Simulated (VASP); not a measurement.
A run of VASP 6.6.1 is set up as follows.

INCAR

```
SYSTEM = MgO
PREC = Accurate
ENCUT = 520
EDIFF = 1E-6
ISMEAR = 0
SIGMA = 0.01
LREAL = .FALSE.
LASPH = .TRUE.
NELM = 60
ALGO = Normal
ISIF = 2
LWAVE = .FALSE.
LCHARG = .FALSE.
NBANDS = 11
```

The input KPOINTS:

```
regular mesh
0
G
  12 12 6
  0 0 0
```

Contents of POSCAR:

```
MgO
1.0
    2.9380210000      0.0000000000      0.0000000000
   -1.4690100000      2.5444010000      0.0000000000
    0.0000000000      0.0000000000      2.6796800000
Mg O
1 1
Direct
    0.0000000000      0.0000000000      0.0000000000
    0.3333333333      0.6666666667      0.5000000000
```

Potentials or basis: VASP PAW LDA potentials, release 64 (Mg, O).

The run is started by

```sh
$ cat potpaw_LDA.64/Mg/POTCAR potpaw_LDA.64/O/POTCAR > POTCAR
$ mpirun -np 1 vasp_std > vasp.out
```

(1) What does it give for the band gap on the k mesh?

(2) Estimate the pressure.

Answers

(1) 2.94 eV, indirect (least direct gap 3.35 eV).

(2) -11.0 GPa.
